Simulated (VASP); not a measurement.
The system is Sb3C.

```
Sb C
1.0
     4.86525    0.00000    0.00000
     0.00000    4.86525    0.00000
     0.00000    0.00000    4.86525
Sb C
3 1
Direct
  0.50000 0.00000 0.00000
  0.00000 0.50000 0.00000
  0.00000 0.00000 0.50000
  0.00000 0.00000 0.00000
```

| Item | Value |
| --- | --- |
| Program | VASP 6.6.1 |
| Task | relaxation of cell and atoms |
| Functional | PBE |
| Potentials or basis | VASP PAW PBE potentials, release 64 (Sb, C) |
| Cutoff | 600 eV |
| k mesh | 10 × 10 × 10 |
| Occupations | gaussian, width 0.1 eV |
| Spin | no spin polarisation |

At the start: pressure -1.3 GPa; volume 28.79 Å³/atom.

**Question.** Where does the relaxation end?

**Answer.** Over 3 steps the energy falls by 3.2 meV/atom and the volume is 28.03 Å³/atom (-2.6 %); space group Pm-3m (No. 221, to 0.05 Å).

Step by step:
| step | energy change (eV) | largest force (eV/Å) | pressure (GPa) | volume (Å³) |
| --- | --- | --- | --- | --- |
| 1 | 0.0000 | 0.0000 | -1.31 | 115.16 |
| 2 | -0.0116 | 0.0000 | 0.39 | 111.30 |
| 3 | -0.0127 | 0.0000 | 0.00 | 112.13 |

Final structure:
```
Sb C
1.0
     4.82212    0.00000    0.00000
     0.00000    4.82212    0.00000
     0.00000    0.00000    4.82212
Sb C
3 1
Cartesian
  2.4111 0.0000 0.0000
  0.0000 2.4111 0.0000
  0.0000 0.0000 2.4111
  0.0000 0.0000 0.0000
```
